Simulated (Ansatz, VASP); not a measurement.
## One calculation of HfB2, two programs

```xyz
3
Lattice="3.1400 0.0000 0.0000 -1.5700 2.7193 0.0000 0.0000 0.0000 3.4800" Properties=species:S:1:pos:R:3 pbc="T T T"
Hf    0.0000    0.0000    0.0000
B     0.0000    1.8129    1.7400
B     1.5700    0.9064    1.7400
```

Alike in both runs: task single point; functional r2SCAN; k mesh 8 × 8 × 7; no spin polarisation.

|  | VASP | Ansatz |
| --- | --- | --- |
| version | VASP 6.6.1 | Ansatz 0.2.0 |
| potentials or method | VASP PAW PBE potentials, release 64 (Hf_pv, B) | plane waves, PAW |
| plane-wave cutoff (eV) | 520 | 500 |
| occupations | methfessel-paxton of order 1, width 0.1 eV | cold |
| valence electrons in the cell | 16 | 32 |

```tsv
	VASP	Ansatz	Ansatz less VASP
pressure (GPa)	-1.3	-0.7	+0.61
```

VASP's potentials were made for PBE, not for r2SCAN. VASP's potentials hold 16 valence electrons a cell and Ansatz's 32, so a difference there can come from the potentials and not from the codes.

Neither program's run includes spin-orbit coupling.
